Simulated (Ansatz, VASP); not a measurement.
## One calculation of Nb3CdB, two programs

```
Nb Cd B
1.0
     3.03719    0.00000    0.00000
     0.00000    4.66728    0.00000
     0.00000    0.00000    6.38604
Nb Cd B
3 1 1
Cartesian
  0.0000 0.0000 0.0000
  0.0000 2.3336 1.5988
  0.0000 2.3336 4.7872
  0.0000 0.0000 3.1930
  1.5186 2.3336 0.0000
```

Alike in both runs: task relaxation of cell and atoms; functional PBE; k mesh 6 × 4 × 4; occupations gaussian, width 0.1 eV; no spin polarisation.

```csv
,VASP,Ansatz
version,VASP 6.6.1,Ansatz 0.2.0
potentials or method,"VASP PAW PBE potentials, release 64 (Nb_sv, Cd, B), cutoff 600 eV","scalar-relativistic, plane waves, PAW"
valence electrons in the cell,54,62
```

|  | VASP | Ansatz | Ansatz less VASP |
| --- | --- | --- | --- |
| gap on the k mesh at the Fermi level, each at its own relaxed structure (eV) | none | none | - |
| relaxed volume (Å³/atom) | 18.01 | 17.99 | -0.019 |
| relaxed cell length with the largest relative difference (Å) | 6.428 | 6.419 | -0.0084 |

A gap of «none» marks a metal or a gap that the smearing closes. VASP's potentials hold 54 valence electrons a cell and Ansatz's 62, so a difference there can come from the potentials and not from the codes.
